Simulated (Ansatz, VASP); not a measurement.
# MoH5 in VASP and in Ansatz

```
H Mo
1.0
     0.00000    2.43586    2.43586
     2.43586    0.00000    2.43586
     2.43586    2.43586    0.00000
H Mo
5 1
Cartesian
  1.2179 1.2179 1.2179
  1.8182 3.0536 1.8182
  1.8182 1.8182 3.0536
  3.0536 3.0536 3.0536
  3.0536 1.8182 1.8182
  0.0000 0.0000 0.0000
```

Change from the starting cell: species swapped into the Be5Pt type (F-43m, No. 216).

Alike in both runs: functional PBE; k mesh 6 × 6 × 6; occupations gaussian, width 0.1 eV; no spin polarisation.

Ansatz relaxed the structure, and its values are those at the end. VASP's run is a single point on that final structure, the one shown.

|  | VASP | Ansatz |
| --- | --- | --- |
| version | VASP 6.6.1 | Ansatz 0.2.0 |
| potentials or method | VASP PAW PBE potentials, release 64 (H, Mo_sv), cutoff 520 eV | scalar-relativistic, plane waves, PAW |
| valence electrons in the cell | 19 | 19 |

VASP gave:

```
gap on the k mesh at the Fermi level (eV) : none
pressure (GPa)                            : -0.2
```

Q: What did Ansatz give for the same quantities?

A: gap on the k mesh at the Fermi level (eV): none; pressure (GPa): -0.1.

A gap of «none» marks a metal or a gap that the smearing closes. The functional is the same, so the differences come from potentials, cutoffs and numerics.

The k mesh is coarse, so the values compare programs but aren't converged.
